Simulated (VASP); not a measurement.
Wanted: the native input for a VASP 6.6.1 run.

```yaml
Task: single point
Functional: PBEsol
Dispersion: D3(BJ)
Potentials_or_basis: VASP PAW PBE potentials, release 64 (Sb, In_d)
Cutoff: 520 eV
k_mesh: 6 × 6 × 6
Occupations: fermi-dirac, width 0.05 eV
Spin: no spin polarisation
Dipole_correction: no
Further_INCAR_settings: ALGO = Normal; EDIFF = 1e-06; NBANDS = 22
```

The structure of InSb3 lies in POSCAR:

```
InSb3
1.0
    4.8063670000      0.0000000000      0.0000000000
    0.0000000000      4.8063670000      0.0000000000
    0.0000000000      0.0000000000      4.8063670000
Sb In
3 1
Direct
    0.5000000000      0.5000000000      0.0000000000
    0.0000000000      0.5000000000      0.5000000000
    0.5000000000      0.0000000000      0.5000000000
    0.0000000000      0.0000000000      0.0000000000
```

These files were run (other wordings do the same):

INCAR

```
SYSTEM = InSb3
PREC     = Accurate       ! precision mode
ENCUT    = 520            ! plane-wave cutoff, eV
EDIFF    = 1E-6           ! SCF threshold, eV
ISMEAR   = -1             ! smearing method
SIGMA    = 0.05           ! smearing width, eV
LREAL    = .FALSE.        ! projectors in reciprocal space
LASPH    = .TRUE.         ! aspherical terms in the spheres
NELM     = 60             ! most SCF steps
ALGO     = Normal         ! electronic algorithm
ISIF     = 2              ! what is computed and relaxed
LWAVE    = .FALSE.        ! write WAVECAR
LCHARG   = .FALSE.        ! write CHGCAR
GGA      = PS             ! functional
IVDW     = 12             ! dispersion correction
NBANDS   = 22             ! bands
```

KPOINTS

```
Automatic mesh
0
G
  6 6 6
  0 0 0
```

Potentials or basis: VASP PAW PBE potentials, release 64 (Sb, In_d).

Run with:

```sh
$ cat potpaw_PBE.64/Sb/POTCAR potpaw_PBE.64/In_d/POTCAR > POTCAR
$ mpirun -np 1 vasp_std > vasp.out
```

Results of the run:

```yaml
Pressure: -5.4 GPa
Band_gap_on_the_k_mesh: zero (bands 14 and 15 overlap by 4.61 eV)
Dispersion_energy_per_atom: -0.450 eV
```

Caveat: three body term missing; the cell stands under tension; the PAW data sets were made with another functional, which shifts forces and pressure a little; spin-orbit coupling is left out, which moves the levels of the heavy elements.

It took 43 s on 1 thread of Intel Xeon 8259CL, on a shared host, peak memory 0.23 GiB.
